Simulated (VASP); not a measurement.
Sn, 1 atom in the cell. It takes space group Pm-3m (No. 221, cubic). Conventional cell: a = 2.485 Å, b = 2.485 Å, c = 2.485 Å, α = 90.00°, β = 90.00°, γ = 90.00°. Within 3.3 Å of Sn (site symmetry m-3m) lie 6 Sn at 2.49 Å.  This cell differs from its parent crystal: volume scaled by 0.55.

| Property | Result |
| --- | --- |
| Program | VASP 6.6.1 |
| Task | single point |
| Functional | PBEsol |
| Potentials or basis | VASP PAW PBE potentials, release 64 (Sn_d) |
| Cutoff | 520 eV |
| k mesh | 14 × 14 × 14 |
| Occupations | fermi-dirac, width 0.1 eV |
| Spin | no spin polarisation |
| Dipole correction | no |
| Further INCAR settings | ALGO = Normal; EDIFF = 1e-06; NBANDS = 13 |

Potentials or basis: VASP PAW PBE potentials, release 64 (Sn_d).

The run is started by

```bash
$ cat potpaw_PBE.64/Sn_d/POTCAR > POTCAR
$ mpirun -np 1 vasp_std > vasp.out
```

Hardware: 1 thread of Intel(R) Xeon(R) Platinum 8488C (Sapphire Rapids) (shared host).

**Question.** Estimate the wall time of this run.

**Answer.** It took 11 s on 1 thread of Intel(R) Xeon(R) Platinum 8488C (Sapphire Rapids), on a shared host, peak memory 0.13 GiB. Counts: scf iterations 11, k points 120.
